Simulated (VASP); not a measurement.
Set up this calculation in VASP 6.6.1, as the native input.

```yaml
Task: relaxation of cell and atoms
Functional: LDA
Potentials_or_basis: VASP PAW LDA potentials, release 64 (Ga_d, P)
Cutoff: 600 eV
k_mesh: 6 × 6 × 6
Occupations: fermi-dirac, width 0.02 eV
Spin: no spin polarisation
Dipole_correction: no
Further_INCAR_settings: ALGO = Normal; EDIFF = 1e-06; IBRION = 2; EDIFFG = -0.03; NSW = 80; ISIF = 3
```

The structure of GaP lies in POSCAR:

```
GaP
1.0
    0.0000000000      2.6955029823      2.6955029823
    2.6955029823      0.0000000000      2.6955029823
    2.6955029823      2.6955029823      0.0000000000
Ga P
1 1
Direct
    0.0000000000      0.0000000000      0.0000000000
    0.2500000000      0.2500000000      0.2500000000
```

One way to write it, as run:

INCAR

```
ALGO = Normal ; EDIFF = 1E-6
EDIFFG = -0.03 ; ENCUT = 600
GGA = CA ; IBRION = 2
ISIF = 3 ; ISMEAR = -1
LASPH = True ; LCHARG = False
LREAL = False ; LWAVE = False
NELM = 80 ; NSW = 80
PREC = Accurate ; SIGMA = 0.02
```

KPOINTS

```
k-points
0
Gamma
  6 6 6
```

Potentials or basis: VASP PAW LDA potentials, release 64 (Ga_d, P).

Command:

```console
$ cat potpaw_LDA.64/Ga_d/POTCAR potpaw_LDA.64/P/POTCAR > POTCAR
$ mpirun -np 1 vasp_std > vasp.out
```

Results of the run:

```yaml
Pressure_after_relaxing: 0.1 GPa
Band_gap_on_the_k_mesh: 1.42 eV, indirect (least direct gap 1.91 eV)
```

Caveat: the relaxation stopped at its first step, so nothing moved.

Run time: 6.5 s on 1 thread of AMD EPYC 7R13 Processor (Zen 3), with other jobs on the host, peak memory 0.12 GiB.
